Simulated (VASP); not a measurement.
The system is TiCo3.

```
CELL_PARAMETERS angstrom
3.54950 0.00000 0.00000
0.00000 3.54950 0.00000
0.00000 0.00000 3.54950
ATOMIC_POSITIONS crystal
Ti 0.00000 0.00000 0.00000
Co 0.00000 0.50000 0.50000
Co 0.50000 0.00000 0.50000
Co 0.50000 0.50000 0.00000
```

- Program: VASP 6.6.1
- Task: relaxation of cell and atoms
- Functional: PBEsol
- Potentials or basis: VASP PAW PBE potentials, release 64 (Ti_sv, Co)
- Cutoff: 600 eV
- k mesh: 12 × 12 × 12
- Occupations: gaussian, width 0.1 eV
- Spin: collinear spin, ferrimagnetic start
- Starting moments: [-0.33, 1.11, 1.11, 1.11] μB

At the start: pressure -4.7 GPa; volume 11.18 Å³/atom.

Question: How do energy, volume and symmetry change on relaxing?

Answer: Over 3 steps the energy falls by 3.5 meV/atom and the volume is 10.95 Å³/atom (-2.1 %); space group Pm-3m (No. 221, to 0.1 Å) before and after; moment 0.66 μB per cell.

Step by step:
```
step  energy change (eV)  largest force (eV/Å)  pressure (GPa)  volume (Å³)
   1              0.0000                0.0000           -4.68        44.72
   2              0.0087                0.0000            6.65        42.64
   3             -0.0139                0.0000            0.05        43.78
```

Final structure:
```cif
data_structure
_symmetry_space_group_name_H-M 'P 1'
_symmetry_Int_Tables_number 1
_cell_length_a 3.5245
_cell_length_b 3.5245
_cell_length_c 3.5245
_cell_angle_alpha 90.000
_cell_angle_beta 90.000
_cell_angle_gamma 90.000
_cell_volume 43.78
loop_
_atom_site_label
_atom_site_type_symbol
_atom_site_fract_x
_atom_site_fract_y
_atom_site_fract_z
_atom_site_occupancy
Ti1 Ti 0.00000 0.00000 0.00000 1
Co1 Co 0.00000 0.50000 0.50000 1
Co2 Co 0.50000 0.00000 0.50000 1
Co3 Co 0.50000 0.50000 0.00000 1
```

Caveat: the PAW data sets were made with another functional, which shifts forces and pressure a little.
